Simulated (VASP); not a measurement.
# SrTiO3 (Pm-3m) in VASP: notebook

Runs on SrTiO3. Level: r2SCAN. Tasks: single point.

Program: VASP 6.6.1. These are calculated values, not measurements. Logs are shortened: lines on timing, memory, paths and dates and some standing lists are left out, and cuts for length are marked.

**1. The cell of the first run**

It takes space group Pm-3m (No. 221, cubic). Conventional cell: a = 3.905 Å, b = 3.905 Å, c = 3.905 Å, α = 90.00°, β = 90.00°, γ = 90.00°. Within 3.6 Å of Sr (site symmetry m-3m) lie 12 O at 2.76 Å and 8 Ti at 3.38 Å. Ti (site symmetry m-3m) has 6 O at 1.95 Å within 2.6 Å. Within 2.6 Å of O (site symmetry 4/mmm) lie 2 Ti at 1.95 Å.

**2. Single point, r2SCAN**

Contents of POSCAR:

```
SrTiO3
1.0
    3.9050012542      0.0000000000      0.0000000000
    0.0000000000      3.9050012542      0.0000000000
    0.0000000000      0.0000000000      3.9050012542
Sr Ti O
1 1 3
Direct
    0.0000000000      0.0000000000      0.0000000000
    0.5000000000      0.5000000000      0.5000000000
    0.0000000000      0.5000000000      0.5000000000
    0.5000000000      0.5000000000      0.0000000000
    0.5000000000      0.0000000000      0.5000000000
```

Contents of INCAR.step1:

```
PREC = Accurate ; ENCUT = 520
ISMEAR = 0 ; SIGMA = 0.05
LREAL = F ; LASPH = T
NELM = 60 ; NBANDS = 28
GGA = PE ; ALGO = Normal
EDIFF = 1E-4 ; LWAVE = T
LCHARG = F
```

Contents of INCAR.step2:

```
PREC = Accurate ; ENCUT = 520
EDIFF = 1E-6 ; ISMEAR = 0
SIGMA = 0.05 ; LREAL = F
LASPH = T ; NELM = 60
ALGO = Normal ; ISIF = 2
LWAVE = F ; LCHARG = F
METAGGA = R2SCAN ; LMIXTAU = T
NBANDS = 28 ; ISTART = 1
```

Contents of KPOINTS:

```
Automatic mesh
0
Gamma
  8 8 8
```

Potentials or basis: VASP PAW PBE potentials, release 64 (Sr_sv, Ti_sv, O).

Launch:

```sh
$ cat potpaw_PBE.64/Sr_sv/POTCAR potpaw_PBE.64/Ti_sv/POTCAR potpaw_PBE.64/O/POTCAR > POTCAR
$ cp INCAR.step1 INCAR
$ mpirun -np 1 vasp_std > vasp.out
$ cp INCAR.step2 INCAR
$ mpirun -np 1 vasp_std > vasp.out
```

OUTCAR:

```text
PREC = Accurate
   ENCUT = 520
   EDIFF = 1E-6
   ISMEAR = 0
   LREAL = F
   LASPH = T
   NELM = 60
   ISIF = 2
   METAGGA = R2SCAN
   ISTART = 1

 ion  position               nearest neighbor table
   1  0.000  0.000  0.000-   3 2.76   4 2.76   5 2.76   3 2.76   5 2.76   3 2.76   4 2.76   3 2.76
                             4 2.76   5 2.76   5 2.76   4 2.76   2 3.38   2 3.38   2 3.38   2 3.38
   2  0.500  0.500  0.500-   3 1.95   4 1.95   5 1.95   4 1.95   5 1.95   3 1.95   1 3.38   1 3.38
                             1 3.38   1 3.38   1 3.38   1 3.38   1 3.38   1 3.38
   3  0.000  0.500  0.500-   2 1.95   2 1.95   1 2.76   1 2.76   1 2.76   1 2.76
   4  0.500  0.500  0.000-   2 1.95   2 1.95   1 2.76   1 2.76   1 2.76   1 2.76
   5  0.500  0.000  0.500-   2 1.95   2 1.95   1 2.76   1 2.76   1 2.76   1 2.76

  LATTYP: Found a simple cubic cell.
 ALAT       =     3.9050012542

  Lattice vectors:

 A1 = (   3.9050012542,   0.0000000000,   0.0000000000)
 A2 = (   0.0000000000,   3.9050012542,   0.0000000000)
 A3 = (   0.0000000000,   0.0000000000,   3.9050012542)

Analysis of symmetry for initial positions (statically):
=====================================================================
 Subroutine PRICEL returns:
 Original cell was already a primitive cell.

 Routine SETGRP: Setting up the symmetry group for a
 simple cubic supercell.

 Subroutine GETGRP returns: Found 48 space group operations
 (whereof 48 operations were pure point group operations)
 out of a pool of 48 trial point group operations.

The static configuration has the point symmetry O_h .

Analysis of symmetry for dynamics (positions and initial velocities):
=====================================================================
 Subroutine PRICEL returns:
 Original cell was already a primitive cell.

 Routine SETGRP: Setting up the symmetry group for a
 simple cubic supercell.

 Subroutine GETGRP returns: Found 48 space group operations
 (whereof 48 operations were pure point group operations)
 out of a pool of 48 trial point group operations.

The dynamic configuration has the point symmetry O_h .

 Subroutine INISYM returns: Found 48 space group operations
 (whereof 48 operations are pure point group operations),
 and found     1 'primitive' translations

----------------------------------------------------------------------------------------

                                     Primitive cell

  volume of cell :      59.5475

[... 90 lines left out ...]
   LSORBIT =      F    spin-orbit coupling
   LASPH  =      T    aspherical Exc in radial PAW
   ENCUT  =  520.0 eV  38.22 Ry    6.18 a.u.   7.26  7.26  7.26*2*pi/ulx,y,z
   NELM   =     60;   NELMIN=  2; NELMDL=  0     # of ELM steps
   EDIFF  = 0.1E-05   stopping-criterion for ELM
   LREAL  =      F    real-space projection
   EDIFFG = 0.1E-04   stopping-criterion for IOM
   NSW    =      0    number of steps for IOM
   IBRION =     -1    ionic relax: 0-MD 1-quasi-New 2-CG
   NFREE  =      0    steps in history (QN), initial steepest desc. (CG)
   ISIF   =      2    stress and relaxation
   ISYM   =      2    0-nonsym 1-usesym 2-fastsym
   POTIM  = 0.5000    time-step for ionic-motion
   TEBEG  =    0.0;   TEEND  =   0.0 temperature during run
   PSTRESS=    0.0 pullay stress
   NELECT =      40.0000    total number of electrons
   NUPDOWN=      -1.0000    fix difference up-down
   EMIN   =  10.00;   EMAX   =-10.00  energy-range for DOS
   EFERMI =   0.00;   METHOD = LEGACY
   ISMEAR =     0;   SIGMA  =   0.05  broadening in eV -4-tet -1-fermi 0-gaus
   EFERMI_NEDOS =   21; number of points for ismear=-14 and -15
   IALGO  =     38    algorithm
   IMIX   =      4    mixing-type and parameters
     AMIX     =   0.40;   BMIX     =  1.00
     AMIX_MAG =   1.60;   BMIX_MAG =  1.00
  volume/ion in A,a.u.               =      11.91        80.37
  Fermi-wavevector in a.u.,A,eV,Ry     =   1.433751  2.709396 27.968696  2.055641
  Thomas-Fermi vector in A             =   2.553235
   LORBIT       =      0    0 simple, 1 ext, 2 COOP (PROOUT), +10 PAW based schemes
   METAGGA = R2SCAN    functional components
   LHFCALC =     F    Hartree Fock is set to
   AEXX    =    0.0000 exact exchange contribution
   IVDW    =     0    specifies the selected vdW correction
   LEPSILON=     F    determine dielectric tensor
   LRPA    =     F    only Hartree local field effects (RPA)
 non-spin polarized calculation
 Gauss-broadening in eV      SIGMA  =   0.05
  energy-cutoff  :      520.00
  volume of cell :       59.55
 maximum number of plane-waves:      1628
 NGX is ok and might be reduce to    30
   NGX = 15   NGY = 15   NGZ = 15

 number of electron      40.0000005 magnetization

 Free energy of the ion-electron system (eV)
  ---------------------------------------------------
  ext. energy  EPLUGINS =         0.00000000
  ---------------------------------------------------
  free energy    TOTEN  =       -63.32884357 eV

  energy without entropy =      -63.32884357  energy(sigma->0) =      -63.32884357

 E-fermi :   4.1909     XC(G=0): -11.9347

 val. band max:        3.8487034085   @ k =   0.5000   0.5000   0.5000
 cond. band min:       6.1263824830   @ k =   0.0000   0.0000   0.0000
 fundamental gap:      2.2776790745
 Fermi energy:         4.1908518173

 k-point     1 :       0.0000    0.0000    0.0000
  band No.  band energies     occupation
      1     -54.8223      2.00000
      2     -30.0215      2.00000
      3     -30.0193      2.00000
      4     -30.0193      2.00000
      5     -30.0193      2.00000
      6     -14.5697      2.00000
[... 733 lines left out ...]
     27      12.7171      0.00000
     28      13.2958      0.00000

 [... further k-points ...]
[... 5 lines left out ...]
  --------------------------------------------------------------------------------------
  -------------------------------------------------------------------------------------
  Total        0.4424844      0.4424844      0.4424844      0.0000000      0.0000000      0.0000000
  in kB       11.9054276     11.9054276     11.9054276      0.0000000      0.0000000      0.0000000
  external PRESSURE =      11.9054276 kB  Pullay stress =       0.0000000 kB

 VOLUME and BASIS-vectors are now :
 -----------------------------------------------------------------------------
  energy-cutoff  :      520.00
  volume of cell :       59.55
      direct lattice vectors                 reciprocal lattice vectors
     3.905001254  0.000000000  0.000000000     0.256081864  0.000000000  0.000000000
     0.000000000  3.905001254  0.000000000     0.000000000  0.256081864  0.000000000
     0.000000000  0.000000000  3.905001254     0.000000000  0.000000000  0.256081864

 POSITION                                       TOTAL-FORCE (eV/Angst)
 -----------------------------------------------------------------------------------
      0.00000      0.00000      0.00000         0.000000      0.000000      0.000000
      1.95250      1.95250      1.95250         0.000000      0.000000      0.000000
      0.00000      1.95250      1.95250         0.000000      0.000000      0.000000
      1.95250      1.95250      0.00000         0.000000      0.000000      0.000000
      1.95250      0.00000      1.95250         0.000000      0.000000      0.000000
 -----------------------------------------------------------------------------------
    total drift:                                0.000000      0.000000     -0.000000

  FREE ENERGIE OF THE ION-ELECTRON SYSTEM (eV)
  ---------------------------------------------------
  free  energy   TOTEN  =       -63.3288435729 eV

  energy  without entropy=      -63.3288435729  energy(sigma->0) =      -63.32884357
```

OSZICAR.step1:

```text
N       E                     dE             d eps       ncg     rms          rms(c)
DAV:   1     0.430436382269E+03    0.43044E+03   -0.21492E+04  1960   0.158E+03
DAV:   2    -0.256642289341E+01   -0.43300E+03   -0.41270E+03  2172   0.439E+02
DAV:   3    -0.483124382424E+02   -0.45746E+02   -0.45359E+02  2716   0.136E+02
DAV:   4    -0.503148892356E+02   -0.20025E+01   -0.19980E+01  2908   0.252E+01
DAV:   5    -0.503626231346E+02   -0.47734E-01   -0.47722E-01  2768   0.322E+00    0.266E+01
DAV:   6    -0.401075723669E+02    0.10255E+02   -0.53406E+01  2760   0.646E+01    0.146E+01
DAV:   7    -0.401501992471E+02   -0.42627E-01   -0.78918E+00  2584   0.209E+01    0.109E+01
DAV:   8    -0.401454451261E+02    0.47541E-02   -0.14426E+00  2308   0.125E+01    0.295E+00
DAV:   9    -0.400882950036E+02    0.57150E-01   -0.33834E-01  2508   0.531E+00    0.121E+00
DAV:  10    -0.400813774781E+02    0.69175E-02   -0.87400E-02  2500   0.215E+00    0.658E-01
DAV:  11    -0.400766465746E+02    0.47309E-02   -0.20762E-02  3084   0.137E+00    0.137E-01
DAV:  12    -0.400765989914E+02    0.47583E-04   -0.14492E-03  2472   0.401E-01    0.107E-01
DAV:  13    -0.400766022787E+02   -0.32874E-05   -0.27795E-04  1884   0.141E-01
   1 F= -.40076602E+02 E0= -.40076602E+02  d E =-.804296E-19
```

It took 3 min on 1 thread of Intel Xeon Platinum 8488C (Sapphire Rapids), shared host; peak memory 0.21 GiB.

What came out:

- Free energy: -63.3288 eV
- Pressure: 1.2 GPa
- Band gap on the k mesh: 2.28 eV, indirect (least direct gap 2.66 eV)

Caveat: the PAW data sets were made with another functional, which shifts forces and pressure a little. r2SCAN opens gaps a little over a GGA but as a rule still falls short of measured ones.

**3. Single point, r2SCAN**

POSCAR is that of step 2.

Contents of INCAR.step1:

```
SYSTEM = SrTiO3
PREC = Accurate
ENCUT = 520
ISMEAR = 0
SIGMA = 0.05
LREAL = .FALSE.
LASPH = .TRUE.
NELM = 60
NBANDS = 28
GGA = PE
ALGO = Normal
EDIFF = 1E-4
LWAVE = .TRUE.
LCHARG = .FALSE.
```

Contents of INCAR.step2:

```
SYSTEM = SrTiO3
PREC = Accurate
ENCUT = 520
EDIFF = 1E-6
ISMEAR = 0
SIGMA = 0.05
LREAL = .FALSE.
LASPH = .TRUE.
NELM = 60
ALGO = Normal
ISIF = 2
LWAVE = .FALSE.
LCHARG = .FALSE.
METAGGA = R2SCAN
LMIXTAU = .TRUE.
NBANDS = 28
ISTART = 1
```

Contents of KPOINTS:

```
regular mesh
0
G
  8 8 8
  0 0 0
```

Potentials or basis: VASP PAW PBE potentials, release 64 (Sr_sv, Ti_sv, O).

Launch:

```sh
$ cat potpaw_PBE.64/Sr_sv/POTCAR potpaw_PBE.64/Ti_sv/POTCAR potpaw_PBE.64/O/POTCAR > POTCAR
$ cp INCAR.step1 INCAR
$ mpirun -np 1 vasp_std > vasp.out
$ cp INCAR.step2 INCAR
$ mpirun -np 1 vasp_std > vasp.out
```

OUTCAR:

```text
SYSTEM = SrTiO3
   PREC = Accurate
   ENCUT = 520
   EDIFF = 1E-6
   ISMEAR = 0
   LREAL = .FALSE.
   LASPH = .TRUE.
   NELM = 60
   ISIF = 2
   METAGGA = R2SCAN
   ISTART = 1

 ion  position               nearest neighbor table
   1  0.000  0.000  0.000-   3 2.76   4 2.76   5 2.76   3 2.76   5 2.76   3 2.76   4 2.76   3 2.76
                             4 2.76   5 2.76   5 2.76   4 2.76   2 3.38   2 3.38   2 3.38   2 3.38
   2  0.500  0.500  0.500-   3 1.95   4 1.95   5 1.95   4 1.95   5 1.95   3 1.95   1 3.38   1 3.38
                             1 3.38   1 3.38   1 3.38   1 3.38   1 3.38   1 3.38
   3  0.000  0.500  0.500-   2 1.95   2 1.95   1 2.76   1 2.76   1 2.76   1 2.76
   4  0.500  0.500  0.000-   2 1.95   2 1.95   1 2.76   1 2.76   1 2.76   1 2.76
   5  0.500  0.000  0.500-   2 1.95   2 1.95   1 2.76   1 2.76   1 2.76   1 2.76

  LATTYP: Found a simple cubic cell.
 ALAT       =     3.9050012542

  Lattice vectors:

 A1 = (   3.9050012542,   0.0000000000,   0.0000000000)
 A2 = (   0.0000000000,   3.9050012542,   0.0000000000)
 A3 = (   0.0000000000,   0.0000000000,   3.9050012542)

Analysis of symmetry for initial positions (statically):
[... 181 lines left out ...]

 val. band max:        3.8487034085   @ k =   0.5000   0.5000   0.5000
 cond. band min:       6.1263824830   @ k =   0.0000   0.0000   0.0000
 fundamental gap:      2.2776790745
 Fermi energy:         4.1908518173

 k-point     1 :       0.0000    0.0000    0.0000
  band No.  band energies     occupation
      1     -54.8223      2.00000
      2     -30.0215      2.00000
      3     -30.0193      2.00000
      4     -30.0193      2.00000
      5     -30.0193      2.00000
      6     -14.5697      2.00000
[... 733 lines left out ...]
     27      12.7171      0.00000
     28      13.2958      0.00000

 [... further k-points ...]

------------------------ aborting loop because EDIFF is reached ----------------------------------------

  FORCE on cell =-STRESS in cart. coord.  units (eV):
  Direction    XX          YY          ZZ          XY          YZ          ZX
  --------------------------------------------------------------------------------------
  -------------------------------------------------------------------------------------
  Total        0.4424844      0.4424844      0.4424844      0.0000000      0.0000000      0.0000000
  in kB       11.9054276     11.9054276     11.9054276      0.0000000      0.0000000      0.0000000
  external PRESSURE =      11.9054276 kB  Pullay stress =       0.0000000 kB

 VOLUME and BASIS-vectors are now :
 -----------------------------------------------------------------------------
  energy-cutoff  :      520.00
  volume of cell :       59.55
      direct lattice vectors                 reciprocal lattice vectors
     3.905001254  0.000000000  0.000000000     0.256081864  0.000000000  0.000000000
     0.000000000  3.905001254  0.000000000     0.000000000  0.256081864  0.000000000
     0.000000000  0.000000000  3.905001254     0.000000000  0.000000000  0.256081864

 POSITION                                       TOTAL-FORCE (eV/Angst)
 -----------------------------------------------------------------------------------
      0.00000      0.00000      0.00000         0.000000      0.000000      0.000000
      1.95250      1.95250      1.95250         0.000000      0.000000      0.000000
      0.00000      1.95250      1.95250         0.000000      0.000000      0.000000
      1.95250      1.95250      0.00000         0.000000      0.000000      0.000000
      1.95250      0.00000      1.95250         0.000000      0.000000      0.000000
 -----------------------------------------------------------------------------------
    total drift:                                0.000000      0.000000     -0.000000

  FREE ENERGIE OF THE ION-ELECTRON SYSTEM (eV)
  ---------------------------------------------------
  free  energy   TOTEN  =       -63.3288435729 eV

  energy  without entropy=      -63.3288435729  energy(sigma->0) =      -63.32884357
```

It took 2.4 min on 1 thread of Intel Xeon Platinum 8488C (Sapphire Rapids), shared host; peak memory 0.21 GiB.

What came out:

| Quantity | Value |
| --- | --- |
| Free energy | -63.3288 eV |
| Pressure | 1.2 GPa |
| Band gap on the k mesh | 2.28 eV, indirect (least direct gap 2.66 eV) |

Caveat: the PAW data sets were made with another functional, which shifts forces and pressure a little. r2SCAN opens gaps a little over a GGA but as a rule still falls short of measured ones.
